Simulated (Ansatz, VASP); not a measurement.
# One calculation of Pt, two programs

```
Pt
1.0
     2.71341    0.00000    0.00000
    -1.35671    2.34988    0.00000
     0.00000    0.00000    4.66561
Pt
2
Cartesian
  1.3567 0.7833 3.4992
  0.0000 1.5666 1.1664
```

Alike in both runs: functional LDA; k mesh 12 × 12 × 6; no spin polarisation.

Ansatz relaxed the structure, and its values are those at the end. VASP's run is a single point on that final structure, the one shown.

```csv
,VASP,Ansatz
version,VASP 6.6.1,Ansatz 0.2.0
potentials or method,"VASP PAW LDA potentials, release 64 (Pt)","plane waves, PAW"
plane-wave cutoff (eV),520,420
occupations,"fermi-dirac, width 0.1 eV",fermi-dirac
valence electrons in the cell,20,36
```

|  | VASP | Ansatz | Ansatz less VASP |
| --- | --- | --- | --- |
| pressure (GPa) | 0.8 | 0.0 | -0.76 |

LDA's correlation is that of Perdew and Zunger in VASP and of Perdew and Wang (1992) in Ansatz. VASP's potentials hold 20 valence electrons a cell and Ansatz's 36, so a difference there can come from the potentials and not from the codes.

Spin-orbit coupling is off throughout.
